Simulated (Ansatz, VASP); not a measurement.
This is a calculation of MgO for VASP 6.6.1.

Contents of POSCAR:

```
MgO
1.0
    0.0000000000      2.0970013927      2.0970013927
    2.0970013927      0.0000000000      2.0970013927
    2.0970013927      2.0970013927      0.0000000000
Mg O
1 1
Direct
    0.0000000000      0.0000000000      0.0000000000
    0.5000000000      0.5000000000      0.5000000000
```

File INCAR.step1:

```
SYSTEM = MgO
PREC     = Accurate       ! precision mode
ENCUT    = 600            ! plane-wave cutoff, eV
EDIFF    = 1E-5           ! SCF threshold, eV
ISMEAR   = -1             ! smearing method
SIGMA    = 0.15           ! smearing width, eV
LREAL    = .False.        ! projectors in reciprocal space
LASPH    = .True.         ! aspherical terms in the spheres
NELM     = 100            ! most SCF steps
ALGO     = Normal         ! electronic algorithm
LWAVE    = .True.         ! write WAVECAR
LCHARG   = .False.        ! write CHGCAR
GGA      = PE             ! functional
NBANDS   = 11             ! bands
```

The input INCAR.step2:

```
SYSTEM = MgO
PREC     = Accurate       ! precision mode
ENCUT    = 600            ! plane-wave cutoff, eV
EDIFF    = 1E-6           ! SCF threshold, eV
ISMEAR   = -1             ! smearing method
SIGMA    = 0.15           ! smearing width, eV
LREAL    = .False.        ! projectors in reciprocal space
LASPH    = .True.         ! aspherical terms in the spheres
NELM     = 100            ! most SCF steps
ALGO     = Normal         ! electronic algorithm
ISIF     = 3              ! what is computed and relaxed
LWAVE    = .False.        ! write WAVECAR
LCHARG   = .False.        ! write CHGCAR
GGA      = PE             ! functional
LHFCALC  = .True.         ! exact exchange
AEXX     = 0.25           ! exact-exchange fraction
HFSCREEN = 0.3            ! screening, 1/A
PRECFOCK = Normal       
IBRION   = 2              ! ionic algorithm
NSW      = 60             ! ionic steps
EDIFFG   = -0.01          ! ionic threshold
ISTART   = 1
```

KPOINTS

```
Automatic mesh
0
Gamma
  6 6 6
  0 0 0
```

Potentials or basis: VASP PAW PBE potentials, release 64 (Mg, O).

Launch:

```bash
$ cat potpaw_PBE.64/Mg/POTCAR potpaw_PBE.64/O/POTCAR > POTCAR
$ cp INCAR.step1 INCAR
$ mpirun -np 1 vasp_std > vasp.out
$ cp INCAR.step2 INCAR
$ mpirun -np 1 vasp_std > vasp.out
```

Task: Translate it to Ansatz 0.2.0. Potentials there: Ansatz PAW.

Result: As run (the cutoff follows the program's own potentials):

Contents of input.yaml:

```yaml
crystal:
  lattice:
    - [0.0, 2.0970013927, 2.0970013927]
    - [2.0970013927, 0.0, 2.0970013927]
    - [2.0970013927, 2.0970013927, 0.0]
  atoms:
    - { symbol: Mg, position: [0.0, 0.0, 0.0] }
    - { symbol: O, position: [0.5, 0.5, 0.5] }
hamiltonian:
  xc: { exchange: pbe, correlation: pbe, exx: { coeff: 0.25, omega: 0.3 } }
  pseudopotentials: { kind: paw, core: small }
kpoints:
  mp_grid: { grid: [6, 6, 6] }
scf:
  occupations: { method: fermi_dirac, width: 0.15 }
output:
  forces: true
  stress: true
relax:
  f_tol: 0.01
  max_steps: 40
  cell: { stress_tol: 0.05 }
```

Potentials or basis: Ansatz PAW.

Run with:

```console
$ ansatz run input.yaml --threads 1 --pin off --max-ram 2560MiB --backend cpu --events-out ev --progress --plain --runs-dir out
```

Both were run:

|  | VASP | Ansatz | Ansatz less VASP |
| --- | --- | --- | --- |
| gap on the k mesh at the Fermi level, each at its own relaxed structure (eV) | 6.30 | 6.31 | +0.011 |
| relaxed volume (Å³/atom) | 9.25 | 9.28 | +0.028 |
| relaxed cell length with the largest relative difference (Å) | 2.969 | 2.972 | +0.0030 |

VASP's potentials were made for PBE, not for PBE-based screened hybrid. VASP's potentials hold 8 valence electrons a cell and Ansatz's 16, so a difference there can come from the potentials and not from the codes.

The k mesh is coarse, so the values compare programs but aren't converged. Noted on Ansatz's run: the plane-wave basis is chosen anew once the cell has moved, so the energies of steps on either side of that aren't comparable.
